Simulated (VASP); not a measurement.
# NiSb (Breithauptite) (P6_3/mmc) in VASP: notebook

NiSb (Breithauptite) is run at these levels: PBEsol; tasks: single point.

Program: VASP 6.6.1. These are calculated values, not measurements. Logs are shortened: lines on timing, memory, paths and dates and some standing lists are left out, and cuts for length are marked.

## Step 1: The cell of the first run

It takes space group P6_3/mmc (No. 194, hexagonal). The conventional cell has a = 3.928 Å, b = 3.928 Å, c = 5.120 Å, α = 90.00°, β = 90.00°, γ = 120.00°. Within 3.4 Å of Sb (site symmetry -6m2) lie 6 Ni at 2.60 Å. Within 3.4 Å of Ni (site symmetry -3m) lie 2 Ni at 2.56 Å and 6 Sb at 2.60 Å.

## Step 2: Single point, PBEsol, collinear spin, ferromagnetic start

Input file INCAR:

```
SYSTEM = NiSb
  PREC = Accurate
  ENCUT = 520
  EDIFF = 1E-6
  ISMEAR = -1
  SIGMA = 0.05
  LREAL = .FALSE.
  LASPH = .TRUE.
  NELM = 150
  ALGO = Normal
  ISIF = 2
  LWAVE = .FALSE.
  LCHARG = .FALSE.
  ISPIN = 2
  MAGMOM = 0 0 1 1
  LORBIT = 11
  LMAXMIX = 4
  GGA = PS
  NBANDS = 27
```

Input file KPOINTS:

```
Automatic mesh
0
G
  7 7 5
  0 0 0
```

Input file POSCAR:

```
NiSb
1.0
    3.9280000000      0.0000000000      0.0000000000
   -1.9640000000      3.4017477861      0.0000000000
    0.0000000000      0.0000000000      5.1200000000
Sb Ni
2 2
Direct
    0.6666666667      0.3333333333      0.7500000000
    0.3333333333      0.6666666667      0.2500000000
    0.0000000000      0.0000000000      0.5000000000
    0.0000000000      0.0000000000      0.0000000000
```

Potentials or basis: VASP PAW PBE potentials, release 64 (Sb, Ni).

The run is started by

```
$ cat potpaw_PBE.64/Sb/POTCAR potpaw_PBE.64/Ni/POTCAR > POTCAR
$ mpirun -np 1 vasp_std > vasp.out
```

OUTCAR:

```text
SYSTEM = NiSb
   PREC = Accurate
   ENCUT = 520
   EDIFF = 1E-6
   ISMEAR = -1
   LREAL = .FALSE.
   LASPH = .TRUE.
   NELM = 150
   ISIF = 2
   ISPIN = 2
   LORBIT = 11
   GGA = PS

 ion  position               nearest neighbor table
   1  0.667  0.333  0.750-   3 2.60   4 2.60   3 2.60   4 2.60   3 2.60   4 2.60   2 3.42   2 3.42
                             2 3.42   2 3.42   2 3.42   2 3.42
   2  0.333  0.667  0.250-   3 2.60   4 2.60   3 2.60   4 2.60   3 2.60   4 2.60   1 3.42   1 3.42
                             1 3.42   1 3.42   1 3.42   1 3.42
   3  0.000  0.000  0.500-   4 2.56   4 2.56   1 2.60   2 2.60   1 2.60   2 2.60   1 2.60   2 2.60

   4  0.000  0.000  0.000-   3 2.56   3 2.56   1 2.60   2 2.60   1 2.60   2 2.60   1 2.60   2 2.60

  LATTYP: Found a hexagonal cell.
 ALAT       =     3.9280000000
 C/A-ratio  =     1.3034623218

  Lattice vectors:

 A1 = (   3.9280000000,   0.0000000000,   0.0000000000)
 A2 = (  -1.9640000000,   3.4017477861,   0.0000000000)
 A3 = (   0.0000000000,   0.0000000000,   5.1200000000)

Analysis of symmetry for initial positions (statically):
=====================================================================
 Subroutine PRICEL returns:
 Original cell was already a primitive cell.

 Routine SETGRP: Setting up the symmetry group for a
 hexagonal supercell.

 Subroutine GETGRP returns: Found 24 space group operations
 (whereof 12 operations were pure point group operations)
 out of a pool of 24 trial point group operations.

The static configuration has the point symmetry D_3d.
 The point group associated with its full space group is D_6h.

Analysis of symmetry for dynamics (positions and initial velocities):
=====================================================================
 Subroutine PRICEL returns:
 Original cell was already a primitive cell.

 Routine SETGRP: Setting up the symmetry group for a
 hexagonal supercell.

 Subroutine GETGRP returns: Found 24 space group operations
 (whereof 12 operations were pure point group operations)
 out of a pool of 24 trial point group operations.

The dynamic configuration has the point symmetry D_3d.
 The point group associated with its full space group is D_6h.

Analysis of structural, dynamic, and magnetic symmetry:
=====================================================================
 Subroutine PRICEL returns:
 Original cell was already a primitive cell.

 Routine SETGRP: Setting up the symmetry group for a
 hexagonal supercell.

 Subroutine GETGRP returns: Found 24 space group operations
 (whereof 12 operations were pure point group operations)
 out of a pool of 24 trial point group operations.

The overall configuration has the point symmetry D_3d.
 The point group associated with its full space group is D_6h.

 Subroutine INISYM returns: Found 24 space group operations
 (whereof 12 operations are pure point group operations),
 and found     1 'primitive' translations

----------------------------------------------------------------------------------------

                                     Primitive cell

  volume of cell :      68.4138

  direct lattice vectors                    reciprocal lattice vectors
     3.928000000  0.000000000  0.000000000     0.254582485  0.146983266  0.000000000
    -1.964000000  3.401747786  0.000000000     0.000000000  0.293966532  0.000000000
     0.000000000  0.000000000  5.120000000     0.000000000  0.000000000  0.195312500

  length of vectors
     3.928000000  3.928000000  5.120000000     0.293966532  0.293966532  0.195312500

  position of ions in fractional coordinates (direct lattice)
     0.666666667  0.333333333  0.750000000
     0.333333333  0.666666667  0.250000000
     0.000000000  0.000000000  0.500000000
     0.000000000  0.000000000  0.000000000

  ion indices of the primitive-cell ions
   primitive index   ion index
                 1           1
                 2           2
                 3           3
                 4           4

----------------------------------------------------------------------------------------

 KPOINTS: Automatic mesh

Automatic generation of k-mesh.
 Grid dimensions read from file:
 generate k-points for:    7    7    5

 Generating k-lattice:

  Cartesian coordinates                     Fractional coordinates (reciprocal lattice)
     0.036368926  0.020997609  0.000000000     0.142857143  0.000000000  0.000000000
     0.000000000  0.041995219  0.000000000     0.000000000  0.142857143  0.000000000
     0.000000000  0.000000000  0.039062500     0.000000000  0.000000000  0.200000000

  Length of vectors
     0.041995219  0.041995219  0.039062500

  Shift w.r.t. Gamma in fractional coordinates (k-lattice)
     0.000000000  0.000000000  0.000000000

 Subroutine IBZKPT returns following result:
 ===========================================

 Found     24 irreducible k-points:

 Following reciprocal coordinates:
            Coordinates               Weight
  0.000000  0.000000  0.000000      1.000000
  0.142857 -0.000000  0.000000      6.000000
  0.285714 -0.000000  0.000000      6.000000
  0.428571  0.000000  0.000000      6.000000
  0.142857  0.142857  0.000000      6.000000
  0.285714  0.142857  0.000000     12.000000
[... 16 lines left out ...]
  0.428571  0.142857  0.400000     12.000000
  0.285714  0.285714  0.400000     12.000000
   k-points           NKPTS =     24   k-points in BZ     NKDIM =     24   number of bands    NBANDS=     27
   number of dos      NEDOS =    301   number of ions     NIONS =      4
   total plane-waves  NPLWV =  36000
   dimension x,y,z NGX =    30 NGY =   30 NGZ =   40
   dimension x,y,z NGXF=    60 NGYF=   60 NGZF=   80
   ions per type =               2   2
   NGX,Y,Z   is equivalent  to a cutoff of  12.70, 12.70, 12.99 a.u.
   NGXF,Y,Z  is equivalent  to a cutoff of  25.39, 25.39, 25.98 a.u.
 SYSTEM =  NiSb
   PREC   = accura    normal or accurate (medium, high low for compatibility)
   ISTART =      0    job   : 0-new  1-cont  2-samecut
   ICHARG =      2    charge: 1-file 2-atom 10-const
   ISPIN  =      2    spin polarized calculation?
   LNONCOLLINEAR =      F non collinear calculations
   LSORBIT =      F    spin-orbit coupling
   LASPH  =      T    aspherical Exc in radial PAW
   ENCUT  =  520.0 eV  38.22 Ry    6.18 a.u.   7.30  7.30  9.52*2*pi/ulx,y,z
   NELM   =    150;   NELMIN=  2; NELMDL= -5     # of ELM steps
   EDIFF  = 0.1E-05   stopping-criterion for ELM
   LREAL  =      F    real-space projection
   EDIFFG = 0.1E-04   stopping-criterion for IOM
   NSW    =      0    number of steps for IOM
   IBRION =     -1    ionic relax: 0-MD 1-quasi-New 2-CG
   NFREE  =      0    steps in history (QN), initial steepest desc. (CG)
   ISIF   =      2    stress and relaxation
   ISYM   =      2    0-nonsym 1-usesym 2-fastsym
   POTIM  = 0.5000    time-step for ionic-motion
   TEBEG  =    0.0;   TEEND  =   0.0 temperature during run
   PSTRESS=    0.0 pullay stress
   NELECT =      30.0000    total number of electrons
   NUPDOWN=      -1.0000    fix difference up-down
   EMIN   =  10.00;   EMAX   =-10.00  energy-range for DOS
   EFERMI =   0.00;   METHOD = LEGACY
   ISMEAR =    -1;   SIGMA  =   0.05  broadening in eV -4-tet -1-fermi 0-gaus
   EFERMI_NEDOS =   21; number of points for ismear=-14 and -15
   IALGO  =     38    algorithm
   IMIX   =      4    mixing-type and parameters
     AMIX     =   0.40;   BMIX     =  1.00
     AMIX_MAG =   1.60;   BMIX_MAG =  1.00
  volume/ion in A,a.u.               =      17.10       115.42
  Fermi-wavevector in a.u.,A,eV,Ry     =   1.243753  2.350352 21.047138  1.546921
  Thomas-Fermi vector in A             =   2.378050
   LORBIT       =     11    0 simple, 1 ext, 2 COOP (PROOUT), +10 PAW based schemes
   GGA     = PS    functional components
   LHFCALC =     F    Hartree Fock is set to
   AEXX    =    0.0000 exact exchange contribution
   IVDW    =     0    specifies the selected vdW correction
   LEPSILON=     F    determine dielectric tensor
   LRPA    =     F    only Hartree local field effects (RPA)
 spin polarized calculation
  energy-cutoff  :      520.00
  volume of cell :       68.41
 maximum number of plane-waves:      1867
 NGX is ok and might be reduce to    30
   NGX = 15   NGY = 15   NGZ = 19

 number of electron      30.0000034 magnetization      -0.0081082

 number of electron      30.0000034 magnetization       0.0016253

 Free energy of the ion-electron system (eV)
  ---------------------------------------------------
  ext. energy  EPLUGINS =         0.00000000
  ---------------------------------------------------
  free energy    TOTEN  =       -22.68460956 eV

  energy without entropy =      -22.67031291  energy(sigma->0) =      -22.67746123

 E-fermi :   9.8798     XC(G=0): -11.6625

 val. band max:        9.8705468090   @ k =   0.0000   0.0000   0.0000
 cond. band min:       9.9209119478   @ k =   0.4286   0.1429   0.0000
 fundamental gap:      0.0503651388
 Fermi energy:         9.8798394008

 spin component 1

 k-point     1 :       0.0000    0.0000    0.0000
  band No.  band energies     occupation
      1      -3.1182      1.00000
      2       1.4517      1.00000
      3       3.6210      1.00000
      4       5.9434      1.00000
      5       5.9434      1.00000
      6       6.7141      1.00000
[... 19 lines left out ...]
     26      19.6197      0.00000
     27      19.6197      0.00000

 k-point     2 :       0.1429   -0.0000    0.0000
  band No.  band energies     occupation
      1      -2.8617      1.00000
      2       1.4309      1.00000
      3       3.9090      1.00000
      4       5.8645      1.00000
      5       5.9981      1.00000
      6       6.5973      1.00000
[... 649 lines left out ...]
     26      20.9980      0.00000
     27      21.3533      0.00000

 k-point    24 :       0.2857    0.2857    0.4000
  band No.  band energies     occupation
      1       0.0326      1.00000
      2       0.3556      1.00000
      3       4.0873      1.00000
      4       4.1822      1.00000
      5       4.8964      1.00000
      6       5.6745      1.00000
[... 19 lines left out ...]
     26      20.1375      0.00000
     27      20.7675      0.00000
 Fermi energy:         9.8798394008

 spin component 2

 k-point     1 :       0.0000    0.0000    0.0000
  band No.  band energies     occupation
      1      -3.1181      1.00000
      2       1.4518      1.00000
      3       3.6211      1.00000
      4       5.9437      1.00000
      5       5.9437      1.00000
      6       6.7146      1.00000
[... 19 lines left out ...]
     26      19.6199      0.00000
     27      19.6199      0.00000

 k-point     2 :       0.1429   -0.0000    0.0000
  band No.  band energies     occupation
      1      -2.8616      1.00000
      2       1.4310      1.00000
      3       3.9091      1.00000
      4       5.8648      1.00000
      5       5.9984      1.00000
      6       6.5978      1.00000
[... 652 lines left out ...]
 k-point    24 :       0.2857    0.2857    0.4000
  band No.  band energies     occupation
      1       0.0327      1.00000
      2       0.3557      1.00000
      3       4.0874      1.00000
      4       4.1824      1.00000
      5       4.8966      1.00000
      6       5.6747      1.00000
[... 19 lines left out ...]
     26      20.1377      0.00000
     27      20.7677      0.00000

------------------------ aborting loop because EDIFF is reached ----------------------------------------

  FORCE on cell =-STRESS in cart. coord.  units (eV):
  Direction    XX          YY          ZZ          XY          YZ          ZX
  --------------------------------------------------------------------------------------
  -------------------------------------------------------------------------------------
  Total       -0.7134099     -0.7134099     -0.9490369     -0.0000000     -0.0000000     -0.0000000
  in kB      -16.7072957    -16.7072957    -22.2254290     -0.0000000     -0.0000000     -0.0000000
  external PRESSURE =     -18.5466735 kB  Pullay stress =       0.0000000 kB

 VOLUME and BASIS-vectors are now :
 -----------------------------------------------------------------------------
  energy-cutoff  :      520.00
  volume of cell :       68.41
      direct lattice vectors                 reciprocal lattice vectors
     3.928000000  0.000000000  0.000000000     0.254582485  0.146983266  0.000000000
    -1.964000000  3.401747786  0.000000000     0.000000000  0.293966532  0.000000000
     0.000000000  0.000000000  5.120000000     0.000000000  0.000000000  0.195312500

 POSITION                                       TOTAL-FORCE (eV/Angst)
 -----------------------------------------------------------------------------------
      1.96400      1.13392      3.84000         0.000000     -0.000000      0.000000
     -0.00000      2.26783      1.28000        -0.000000      0.000000      0.000000
      0.00000      0.00000      2.56000        -0.000000     -0.000000      0.000000
      0.00000      0.00000      0.00000         0.000000     -0.000000      0.000000
 -----------------------------------------------------------------------------------
    total drift:                               -0.000000      0.000000     -0.000000

  FREE ENERGIE OF THE ION-ELECTRON SYSTEM (eV)
  ---------------------------------------------------
  free  energy   TOTEN  =       -22.6846095575 eV

  energy  without entropy=      -22.6703129080  energy(sigma->0) =      -22.67746123

 total charge

# of ion       s       p       d       tot
------------------------------------------
    1        1.132   1.221   0.075   2.428
    2        1.132   1.221   0.075   2.428
    3        0.453   0.489   8.467   9.409
    4        0.453   0.489   8.467   9.409
--------------------------------------------------
tot          3.171   3.419  17.085  23.675

 magnetization (x)

# of ion       s       p       d       tot
------------------------------------------
    1        0.000  -0.000  -0.000  -0.000
    2        0.000  -0.000  -0.000  -0.000
    3       -0.000   0.000   0.000   0.000
    4       -0.000   0.000   0.000   0.000
--------------------------------------------------
tot          0.000  -0.000   0.000   0.000
```

Wall time 52 s (1 thread of AMD EPYC 9R45 (Zen 5), shared host); peak memory 0.22 GiB.

Results:

| Quantity | Value |
| --- | --- |
| Free energy | -22.6846 eV |
| Pressure | -1.9 GPa |
| Band gap on the k mesh | zero (filled and empty bands overlap) |
| Net moment | 0.00 μB per cell |
| Valence electrons inside the program's atomic spheres | Sb 2.43; Ni 9.41 |

Stress tensor (GPa, compression positive):
```
-1.67  0.00  0.00
 0.00 -1.67  0.00
 0.00  0.00 -2.22
```

Levels at points of the mesh, in eV from the Fermi level:
Spin up:
| k point | band 11 | band 12 | band 13 | band 14 | band 15 | band 16 | band 17 | band 18 | band 19 | band 20 |
| --- | --- | --- | --- | --- | --- | --- | --- | --- | --- | --- |
| (0.00, 0.00, 0.00) | -1.32 | -1.32 | -0.01 | 0.61 | 0.61 | 2.51 | 2.51 | 3.12 | 4.06 | 5.34 |
Spin down:
```tsv
k point	band 12	band 13	band 14	band 15	band 16	band 17	band 18	band 19
(0.00, 0.00, 0.00)	-1.32	-0.01	0.61	0.61	2.51	2.51	3.12	4.06
```

Caveat: the PAW data sets were made with another functional, which shifts forces and pressure a little; spin-orbit coupling is left out, which moves the levels of the heavy elements.

[end of part 1 of 2]
